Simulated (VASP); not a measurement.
# Se (Pm-3m) in VASP: further runs, part 2 of 2

VASP 6.6.1. Earlier steps stand in the parts before.

### Step 5. Single point, PBEsol

This run uses another cell than the first one, of 23.09 Å³/atom.

Contents of INCAR:

```
ALGO = Normal
EDIFF = 1E-7
ENCUT = 520
GGA = PS
ISIF = 2
ISMEAR = 0
LASPH = True
LCHARG = True
LELF = True
LREAL = False
LVHAR = True
LWAVE = False
NBANDS = 9
NELM = 60
PREC = Accurate
SIGMA = 0.02
```

Contents of KPOINTS:

```
k-points
0
Gamma
  10 10 10
```

Contents of POSCAR:

```
Se
1.0
    2.8475483537      0.0000000000      0.0000000000
    0.0000000000      2.8475483537      0.0000000000
    0.0000000000      0.0000000000      2.8475483537
Se
1
Direct
    0.0000000000      0.0000000000      0.0000000000
```

Potentials or basis: VASP PAW PBE potentials, release 64 (Se).

Command:

```
cat potpaw_PBE.64/Se/POTCAR > POTCAR
mpirun -np 1 vasp_std > vasp.out
```

OUTCAR:

```text
EDIFF = 1E-7
   ENCUT = 520
   GGA = PS
   ISIF = 2
   ISMEAR = 0
   LASPH = True
   LREAL = False
   NELM = 60
   PREC = Accurate

 ion  position               nearest neighbor table
   1  0.000  0.000  0.000-

  LATTYP: Found a simple cubic cell.
 ALAT       =     2.8475483537

  Lattice vectors:

 A1 = (   2.8475483537,   0.0000000000,   0.0000000000)
 A2 = (   0.0000000000,   2.8475483537,   0.0000000000)
 A3 = (   0.0000000000,   0.0000000000,   2.8475483537)

Analysis of symmetry for initial positions (statically):
=====================================================================
 Subroutine PRICEL returns:
 Original cell was already a primitive cell.

 Routine SETGRP: Setting up the symmetry group for a
 simple cubic supercell.

 Subroutine GETGRP returns: Found 48 space group operations
 (whereof 48 operations were pure point group operations)
 out of a pool of 48 trial point group operations.

The static configuration has the point symmetry O_h .

Analysis of symmetry for dynamics (positions and initial velocities):
=====================================================================
 Subroutine PRICEL returns:
 Original cell was already a primitive cell.

 Routine SETGRP: Setting up the symmetry group for a
 simple cubic supercell.

 Subroutine GETGRP returns: Found 48 space group operations
 (whereof 48 operations were pure point group operations)
 out of a pool of 48 trial point group operations.

The dynamic configuration has the point symmetry O_h .

 Subroutine INISYM returns: Found 48 space group operations
 (whereof 48 operations are pure point group operations),
 and found     1 'primitive' translations

----------------------------------------------------------------------------------------

                                     Primitive cell

  volume of cell :      23.0894

  direct lattice vectors                    reciprocal lattice vectors
     2.847548354  0.000000000  0.000000000     0.351179287  0.000000000  0.000000000
     0.000000000  2.847548354  0.000000000     0.000000000  0.351179287  0.000000000
     0.000000000  0.000000000  2.847548354     0.000000000  0.000000000  0.351179287

  length of vectors
     2.847548354  2.847548354  2.847548354     0.351179287  0.351179287  0.351179287

  position of ions in fractional coordinates (direct lattice)
     0.000000000  0.000000000  0.000000000

  ion indices of the primitive-cell ions
   primitive index   ion index
                 1           1

----------------------------------------------------------------------------------------

 KPOINTS: k-points

Automatic generation of k-mesh.
 Grid dimensions read from file:
 generate k-points for:   10   10   10

 Generating k-lattice:

  Cartesian coordinates                     Fractional coordinates (reciprocal lattice)
     0.035117929  0.000000000  0.000000000     0.100000000  0.000000000  0.000000000
     0.000000000  0.035117929  0.000000000     0.000000000  0.100000000  0.000000000
     0.000000000  0.000000000  0.035117929     0.000000000  0.000000000  0.100000000

  Length of vectors
     0.035117929  0.035117929  0.035117929

  Shift w.r.t. Gamma in fractional coordinates (k-lattice)
     0.000000000  0.000000000  0.000000000

 Subroutine IBZKPT returns following result:
 ===========================================

 Found     56 irreducible k-points:

 Following reciprocal coordinates:
            Coordinates               Weight
  0.000000  0.000000  0.000000      1.000000
  0.100000  0.000000  0.000000      6.000000
  0.200000  0.000000  0.000000      6.000000
  0.300000  0.000000  0.000000      6.000000
  0.400000  0.000000  0.000000      6.000000
  0.500000  0.000000  0.000000      3.000000
[... 16 lines left out ...]
  0.200000  0.100000  0.100000     24.000000
  0.300000  0.100000  0.100000     24.000000
 [... further k-points ...]
   k-points           NKPTS =     56   k-points in BZ     NKDIM =     56   number of bands    NBANDS=      9
   number of dos      NEDOS =    301   number of ions     NIONS =      1
   total plane-waves  NPLWV =  13824
   dimension x,y,z NGX =    24 NGY =   24 NGZ =   24
   dimension x,y,z NGXF=    48 NGYF=   48 NGZF=   48
   ions per type =               1
   NGX,Y,Z   is equivalent  to a cutoff of  14.01, 14.01, 14.01 a.u.
   NGXF,Y,Z  is equivalent  to a cutoff of  28.02, 28.02, 28.02 a.u.
 SYSTEM =  unknown system
   PREC   = accura    normal or accurate (medium, high low for compatibility)
   ISTART =      0    job   : 0-new  1-cont  2-samecut
   ICHARG =      2    charge: 1-file 2-atom 10-const
   ISPIN  =      1    spin polarized calculation?
   LNONCOLLINEAR =      F non collinear calculations
   LSORBIT =      F    spin-orbit coupling
   LASPH  =      T    aspherical Exc in radial PAW
   ENCUT  =  520.0 eV  38.22 Ry    6.18 a.u.   5.29  5.29  5.29*2*pi/ulx,y,z
   NELM   =     60;   NELMIN=  2; NELMDL= -5     # of ELM steps
   EDIFF  = 0.1E-06   stopping-criterion for ELM
   LREAL  =      F    real-space projection
   EDIFFG = 0.1E-05   stopping-criterion for IOM
   NSW    =      0    number of steps for IOM
   IBRION =     -1    ionic relax: 0-MD 1-quasi-New 2-CG
   NFREE  =      0    steps in history (QN), initial steepest desc. (CG)
   ISIF   =      2    stress and relaxation
   ISYM   =      2    0-nonsym 1-usesym 2-fastsym
   POTIM  = 0.5000    time-step for ionic-motion
   TEBEG  =    0.0;   TEEND  =   0.0 temperature during run
   PSTRESS=    0.0 pullay stress
   NELECT =       6.0000    total number of electrons
   NUPDOWN=      -1.0000    fix difference up-down
   EMIN   =  10.00;   EMAX   =-10.00  energy-range for DOS
   EFERMI =   0.00;   METHOD = LEGACY
   ISMEAR =     0;   SIGMA  =   0.02  broadening in eV -4-tet -1-fermi 0-gaus
   EFERMI_NEDOS =   21; number of points for ismear=-14 and -15
   IALGO  =     38    algorithm
   IMIX   =      4    mixing-type and parameters
     AMIX     =   0.40;   BMIX     =  1.00
     AMIX_MAG =   1.60;   BMIX_MAG =  1.00
  volume/ion in A,a.u.               =      23.09       155.82
  Fermi-wavevector in a.u.,A,eV,Ry     =   1.044690  1.974178 14.849091  1.091377
  Thomas-Fermi vector in A             =   2.179454
   LORBIT       =      0    0 simple, 1 ext, 2 COOP (PROOUT), +10 PAW based schemes
   GGA     = PS    functional components
   LHFCALC =     F    Hartree Fock is set to
   AEXX    =    0.0000 exact exchange contribution
   IVDW    =     0    specifies the selected vdW correction
   LEPSILON=     F    determine dielectric tensor
   LRPA    =     F    only Hartree local field effects (RPA)
 non-spin polarized calculation
 Gauss-broadening in eV      SIGMA  =   0.02
  energy-cutoff  :      520.00
  volume of cell :       23.09
 maximum number of plane-waves:       638
 NGX is ok and might be reduce to    24
   NGX = 11   NGY = 11   NGZ = 11

 number of electron       5.9999999 magnetization

 Free energy of the ion-electron system (eV)
  ---------------------------------------------------
  ext. energy  EPLUGINS =         0.00000000
  ---------------------------------------------------
  free energy    TOTEN  =        -3.73769816 eV

  energy without entropy =       -3.73713694  energy(sigma->0) =       -3.73741755

 E-fermi :   4.4114     XC(G=0):  -9.9868

 val. band max:        4.3215045173   @ k =   0.1000   0.0000   0.0000
 cond. band min:       4.4147951141   @ k =   0.4000   0.3000   0.2000
 fundamental gap:      0.0932905968
 Fermi energy:         4.4114312497

 k-point     1 :       0.0000    0.0000    0.0000
  band No.  band energies     occupation
      1     -11.5373      2.00000
      2       5.6831      0.00000
      3       5.6831      0.00000
      4       5.6831      0.00000
      5      11.8599      0.00000
      6      12.0946      0.00000
      7      12.0946      0.00000
      8      26.3187      0.00000
      9      26.3187      0.00000

 k-point     2 :       0.1000    0.0000    0.0000
  band No.  band energies     occupation
      1     -11.3996      2.00000
      2       4.3215      2.00000
      3       5.7909      0.00000
      4       5.7909      0.00000
      5      12.0947      0.00000
      6      12.2367      0.00000
      7      13.6803      0.00000
      8      24.1910      0.00000
      9      24.1910      0.00000
[... 253 lines left out ...]
 k-point    24 :       0.3000    0.1000    0.1000
  band No.  band energies     occupation
      1     -10.1456      2.00000
      2       0.0217      2.00000
      3       5.3264      0.00000
      4       5.3938      0.00000
      5      14.3837      0.00000
      6      14.9913      0.00000
      7      17.2645      0.00000
      8      17.8141      0.00000
      9      21.4835      0.00000

 [... further k-points ...]

------------------------ aborting loop because EDIFF is reached ----------------------------------------

  FORCE on cell =-STRESS in cart. coord.  units (eV):
  Direction    XX          YY          ZZ          XY          YZ          ZX
  --------------------------------------------------------------------------------------
  -------------------------------------------------------------------------------------
  Total       -0.6238570     -0.6238570     -0.6238570      0.0000000     -0.0000000      0.0000000
  in kB      -43.2894739    -43.2894739    -43.2894739      0.0000000     -0.0000000      0.0000000
  external PRESSURE =     -43.2894739 kB  Pullay stress =       0.0000000 kB

 VOLUME and BASIS-vectors are now :
 -----------------------------------------------------------------------------
  energy-cutoff  :      520.00
  volume of cell :       23.09
      direct lattice vectors                 reciprocal lattice vectors
     2.847548354  0.000000000  0.000000000     0.351179287  0.000000000  0.000000000
     0.000000000  2.847548354  0.000000000     0.000000000  0.351179287  0.000000000
     0.000000000  0.000000000  2.847548354     0.000000000  0.000000000  0.351179287

 POSITION                                       TOTAL-FORCE (eV/Angst)
 -----------------------------------------------------------------------------------
      0.00000      0.00000      0.00000         0.000000      0.000000      0.000000
 -----------------------------------------------------------------------------------
    total drift:                               -0.000000      0.000000      0.000000

  FREE ENERGIE OF THE ION-ELECTRON SYSTEM (eV)
  ---------------------------------------------------
  free  energy   TOTEN  =        -3.7376981598 eV

  energy  without entropy=       -3.7371369368  energy(sigma->0) =       -3.73741755
```

stdout:

```text
POSCAR found type information on POSCAR Se
 POSCAR found :  1 types and       1 ions
 scaLAPACK will be used
 -----------------------------------------------------------------------------
|                                                                             |
|                                                                             |
|     You enforced a specific xc type in the INCAR file but a different       |
|     I HOPE YOU KNOW WHAT YOU ARE DOING!                                     |
|                                                                             |
 -----------------------------------------------------------------------------

 LDA part: xc-table for (Slater+PW92), standard interpolation
 POSCAR, INCAR and KPOINTS ok, starting setup
 FFT: planning ... GRIDC
 FFT: planning ... GRID_SOFT
 FFT: planning ... GRID
 WAVECAR not read
 entering main loop
```

Run time: 12 s. Hardware: 1 thread of Intel Xeon 8259CL, shared host; peak memory 0.14 GiB.

What came out:

```
Free energy            : -3.7377 eV
Pressure               : -4.3 GPa
Band gap on the k mesh : zero (bands 3 and 4 overlap by 5.96 eV)
```

Caveat: the cell stands under tension; the PAW data sets were made with another functional, which shifts forces and pressure a little.

### Step 6. Single point, PBEsol

This run uses another cell than the first one, of 23.98 Å³/atom.

Contents of INCAR:

```
PREC     = Accurate       # precision mode
ENCUT    = 520            # plane-wave cutoff, eV
EDIFF    = 1E-6           # SCF threshold, eV
ISMEAR   = 0              # smearing method
SIGMA    = 0.02           # smearing width, eV
LREAL    = False          # projectors in reciprocal space
LASPH    = True           # aspherical terms in the spheres
NELM     = 60             # most SCF steps
ALGO     = Normal         # electronic algorithm
ISIF     = 2              # what is computed and relaxed
LWAVE    = False          # write WAVECAR
LCHARG   = True           # write CHGCAR
GGA      = PS             # functional
LELF     = True           # ELF
LVHAR    = True         
NBANDS   = 9              # bands
```

Contents of KPOINTS:

```
regular mesh
0
Gamma
  10 10 10
```

Contents of POSCAR:

```
Se
1.0
    2.8835970965      0.0000000000      0.0000000000
    0.0000000000      2.8835970965      0.0000000000
    0.0000000000      0.0000000000      2.8835970965
Se
1
Direct
    0.0000000000      0.0000000000      0.0000000000
```

Potentials or basis: VASP PAW PBE potentials, release 64 (Se).

Command:

```
cat potpaw_PBE.64/Se/POTCAR > POTCAR
mpirun -np 1 vasp_std > vasp.out
```

OUTCAR:

```text
PREC = Accurate
   ENCUT = 520
   EDIFF = 1E-6
   ISMEAR = 0
   LREAL = False
   LASPH = True
   NELM = 60
   ISIF = 2
   GGA = PS

 ion  position               nearest neighbor table
   1  0.000  0.000  0.000-

  LATTYP: Found a simple cubic cell.
 ALAT       =     2.8835970965

  Lattice vectors:

 A1 = (   2.8835970965,   0.0000000000,   0.0000000000)
 A2 = (   0.0000000000,   2.8835970965,   0.0000000000)
 A3 = (   0.0000000000,   0.0000000000,   2.8835970965)

Analysis of symmetry for initial positions (statically):
=====================================================================
 Subroutine PRICEL returns:
 Original cell was already a primitive cell.

 Routine SETGRP: Setting up the symmetry group for a
 simple cubic supercell.

 Subroutine GETGRP returns: Found 48 space group operations
 (whereof 48 operations were pure point group operations)
 out of a pool of 48 trial point group operations.

The static configuration has the point symmetry O_h .

Analysis of symmetry for dynamics (positions and initial velocities):
=====================================================================
 Subroutine PRICEL returns:
[... 162 lines left out ...]

 k-point     1 :       0.0000    0.0000    0.0000
  band No.  band energies     occupation
      1     -11.6583      2.00000
      2       5.1883      0.00000
      3       5.1883      0.00000
      4       5.1883      0.00000
      5      11.2258      0.00000
      6      11.7189      0.00000
      7      11.7189      0.00000
      8      25.5132      0.00000
      9      25.5132      0.00000
[... 265 lines left out ...]
 k-point    24 :       0.3000    0.1000    0.1000
  band No.  band energies     occupation
      1     -10.3441      2.00000
      2      -0.2159      2.00000
      3       4.8623      0.00000
      4       4.8985      0.00000
      5      13.7725      0.00000
      6      14.4793      0.00000
      7      16.6293      0.00000
      8      17.2939      0.00000
      9      20.7339      0.00000

 [... further k-points ...]

------------------------ aborting loop because EDIFF is reached ----------------------------------------

  FORCE on cell =-STRESS in cart. coord.  units (eV):
  Direction    XX          YY          ZZ          XY          YZ          ZX
  --------------------------------------------------------------------------------------
  -------------------------------------------------------------------------------------
  Total       -0.9692830     -0.9692830     -0.9692830     -0.0000000     -0.0000000      0.0000000
  in kB      -64.7675455    -64.7675455    -64.7675455     -0.0000000     -0.0000000      0.0000000
  external PRESSURE =     -64.7675455 kB  Pullay stress =       0.0000000 kB

 VOLUME and BASIS-vectors are now :
 -----------------------------------------------------------------------------
  energy-cutoff  :      520.00
  volume of cell :       23.98
      direct lattice vectors                 reciprocal lattice vectors
     2.883597096  0.000000000  0.000000000     0.346789085  0.000000000  0.000000000
     0.000000000  2.883597096  0.000000000     0.000000000  0.346789085  0.000000000
     0.000000000  0.000000000  2.883597096     0.000000000  0.000000000  0.346789085

 POSITION                                       TOTAL-FORCE (eV/Angst)
 -----------------------------------------------------------------------------------
      0.00000      0.00000      0.00000         0.000000      0.000000      0.000000
 -----------------------------------------------------------------------------------
    total drift:                               -0.000000      0.000000      0.000000

  FREE ENERGIE OF THE ION-ELECTRON SYSTEM (eV)
  ---------------------------------------------------
  free  energy   TOTEN  =        -3.7076066014 eV

  energy  without entropy=       -3.7070761715  energy(sigma->0) =       -3.70734139
```

OSZICAR:

```text
N       E                     dE             d eps       ncg     rms          rms(c)
DAV:   1     0.981352362072E+01    0.98135E+01   -0.28876E+03  1008   0.564E+02
DAV:   2    -0.334753151195E+01   -0.13161E+02   -0.12688E+02  1351   0.760E+01
DAV:   3    -0.370634094423E+01   -0.35881E+00   -0.35488E+00  1182   0.115E+01
DAV:   4    -0.370719488402E+01   -0.85394E-03   -0.85392E-03  1415   0.657E-01
DAV:   5    -0.370719551969E+01   -0.63567E-06   -0.63574E-06  1202   0.155E-02    0.328E+00
DAV:   6    -0.370709486351E+01    0.10066E-03   -0.21500E-03  1147   0.247E-01    0.194E+00
DAV:   7    -0.370761964209E+01   -0.52478E-03   -0.36399E-03  1059   0.328E-01    0.633E-02
DAV:   8    -0.370760561476E+01    0.14027E-04   -0.16567E-04  1129   0.688E-02    0.714E-03
DAV:   9    -0.370760660142E+01   -0.98665E-06   -0.23250E-06  1257   0.105E-02
   1 F= -.37076066E+01 E0= -.37073414E+01  d E =-.530430E-03
```

stdout:

```text
POSCAR found type information on POSCAR Se
 POSCAR found :  1 types and       1 ions
 scaLAPACK will be used
 -----------------------------------------------------------------------------
|                                                                             |
|                                                                             |
|     You enforced a specific xc type in the INCAR file but a different       |
|     I HOPE YOU KNOW WHAT YOU ARE DOING!                                     |
|                                                                             |
 -----------------------------------------------------------------------------

 LDA part: xc-table for (Slater+PW92), standard interpolation
 POSCAR, INCAR and KPOINTS ok, starting setup
 FFT: planning ... GRIDC
 FFT: planning ... GRID_SOFT
 FFT: planning ... GRID
 WAVECAR not read
 entering main loop
```

Wall time 12 s (1 thread of Intel Xeon 8259CL, shared host); peak memory 0.14 GiB.

Results:

```yaml
Free_energy: -3.7076 eV
Pressure: -6.5 GPa
Band_gap_on_the_k_mesh: zero (bands 3 and 4 overlap by 5.67 eV)
```

Caveat: the cell stands under tension; the PAW data sets were made with another functional, which shifts forces and pressure a little.

### Step 7. Summary

```tsv
cell	gap on the mesh (eV)	pressure (GPa)
a = 2.734 Å, 1 atom	none	5.4
a = 2.773 Å, 1 atom	none	1.4
a = 2.811 Å, 1 atom	none	-1.9
a = 2.848 Å, 1 atom	none	-4.3
a = 2.884 Å, 1 atom	none	-6.5
```

Alike in all rows: task single point; level PBEsol; potentials or basis VASP PAW PBE potentials, release 64 (Se); no spin polarisation; k mesh 10 × 10 × 10; cutoff (eV) 520; smearing gaussian 0.02 eV.

Caveats: the PAW data sets were made with another functional, which shifts forces and pressure a little; the cell stands under tension (at least some runs); the cell stands under pressure (at least some runs).

Total energies depend on the potentials used, so only differences within one code and one set of settings carry meaning.
